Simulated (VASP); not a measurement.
A run of VASP 6.6.1 is set up as follows.

INCAR

```
PREC = Accurate ; ENCUT = 520
EDIFF = 1E-7 ; ISMEAR = 0
SIGMA = 0.1 ; LREAL = False
LASPH = True ; NELM = 80
ALGO = Fast ; ISIF = 2
LWAVE = False ; LCHARG = False
GGA = PS ; NBANDS = 16
```

Contents of KPOINTS:

```
regular mesh
0
Gamma
  14 14 14
```

POSCAR

```
Rb
1.0
   -4.3626050742      4.3626050742      2.3549822357
    4.3626050742     -4.3626050742      2.3549822357
    4.3626050742      4.3626050742     -2.3549822357
Rb
2
Direct
    0.0000000000      0.0000000000      0.0000000000
    0.7500000000      0.2500000000      0.5000000000
```

Potentials or basis: VASP PAW PBE potentials, release 64 (Rb_sv).

Command:

```console
$ cat potpaw_PBE.64/Rb_sv/POTCAR > POTCAR
$ mpirun -np 1 vasp_std > vasp.out
```

(1) What does it give for the band gap on the k mesh?

(2) Predict the pressure.

Answers

(1) zero (bands 9 and 10 overlap by 1.48 eV).

(2) 0.0 GPa.

Caveat: the PAW data sets were made with another functional, which shifts forces and pressure a little.
